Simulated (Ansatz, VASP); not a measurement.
## GaP: VASP beside Ansatz

File INCAR:

```
SYSTEM = GaP
  PREC = Accurate
  ENCUT = 520
  EDIFF = 1E-6
  ISMEAR = -1
  SIGMA = 0.02
  LREAL = .False.
  LASPH = .True.
  NELM = 60
  ALGO = Normal
  ISIF = 2
  LWAVE = .False.
  LCHARG = .False.
  GGA = CA
  NBANDS = 26
```

The input KPOINTS:

```
Automatic mesh
0
Gamma
  8 6 8
  0 0 0
```

File POSCAR:

```
GaP
1.0
   -2.6955371980      2.6955371980      0.0000000000
    0.0000000000      0.0000000000      5.3910743960
    2.6955371980      2.6955371980      0.0000000000
Ga P
2 2
Direct
    0.0000000000      0.0000000000      0.0000000000
    0.5000000000      0.5000000000      0.5000000000
    0.0000000000      0.2500000000      0.5000000000
    0.5000000000      0.7500000000      0.0000000000
```

Input for Ansatz:

```yaml
crystal:
  lattice:
    - [-2.695537198, 2.695537198, 0.0]
    - [0.0, 0.0, 5.391074396]
    - [2.695537198, 2.695537198, 0.0]
  atoms:
    - { symbol: Ga, position: [0.0, 0.0, 0.0] }
    - { symbol: Ga, position: [0.5, 0.5, 0.5] }
    - { symbol: P, position: [0.0, 0.25, 0.5] }
    - { symbol: P, position: [0.5, 0.75, 0.0] }
kpoints:
  mp_grid: { grid: [8, 6, 8] }
scf:
  occupations: { method: fermi_dirac, width: 0.02 }
hamiltonian:
  xc: lda
  pseudopotentials: { kind: all_electron, lapw: { basis_error: 0.001 } }
output:
  forces: true
  stress: true
  eigenvalues: true
```

Alike in both runs: task single point; functional LDA; k mesh 8 × 6 × 8; occupations fermi-dirac, width 0.02 eV; no spin polarisation.

|  | VASP | Ansatz |
| --- | --- | --- |
| version | VASP 6.6.1 | Ansatz 0.2.0 |
| potentials or method | VASP PAW LDA potentials, release 64 (Ga_d, P), cutoff 520 eV | all-electron LAPW, scalar-relativistic |

VASP gave:

| Property | Result |
| --- | --- |
| gap on the k mesh at the Fermi level (eV) | 1.39 |
| pressure (GPa) | 0.1 |

Task: Estimate Ansatz's values.

Result: gap on the k mesh at the Fermi level (eV): 1.39; pressure (GPa): 0.0.

LDA's correlation is that of Perdew and Zunger in VASP and of Perdew and Wang (1992) in Ansatz. Ansatz ran all-electron here, and VASP with PAW potentials.
